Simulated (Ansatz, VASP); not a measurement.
## MgCd2S3 in VASP and in Ansatz

```xyz
6
Lattice="3.8316 0.0000 0.0000 -1.9158 3.3183 0.0000 0.0000 0.0000 9.3967" Properties=species:S:1:pos:R:3 pbc="T T T"
Mg    0.0000    0.0000    4.6983
Cd    1.9158    1.1061    7.7835
Cd    0.0000    2.2122    1.6132
S     0.0000    2.2122    6.1602
S     1.9158    1.1061    3.2364
S     0.0000    0.0000    0.0000
```

Alike in both runs: functional PBE; k mesh 6 × 6 × 2; occupations gaussian, width 0.1 eV; no spin polarisation.

Ansatz relaxed the structure, and its values are those at the end. VASP's run is a single point on that final structure, the one shown.

|  | VASP | Ansatz |
| --- | --- | --- |
| version | VASP 6.6.1 | Ansatz 0.2.0 |
| potentials or method | VASP PAW PBE potentials, release 64 (Mg, Cd, S), cutoff 520 eV | scalar-relativistic, plane waves, PAW |
| valence electrons in the cell | 44 | 68 |

Ansatz gave:

| Item | Value |
| --- | --- |
| gap on the k mesh at the Fermi level (eV) | 0.91 |
| least direct gap on the mesh (eV) | 1.44 |
| pressure (GPa) | -0.3 |
| rms of the force components (eV/Å) | 0.012 |

Question: Estimate VASP's values.

Answer: gap on the k mesh at the Fermi level (eV): 0.90; least direct gap on the mesh (eV): 1.43; pressure (GPa): -0.1; rms of the force components (eV/Å): 0.015.

VASP's potentials hold 44 valence electrons a cell and Ansatz's 68, so a difference there can come from the potentials and not from the codes.
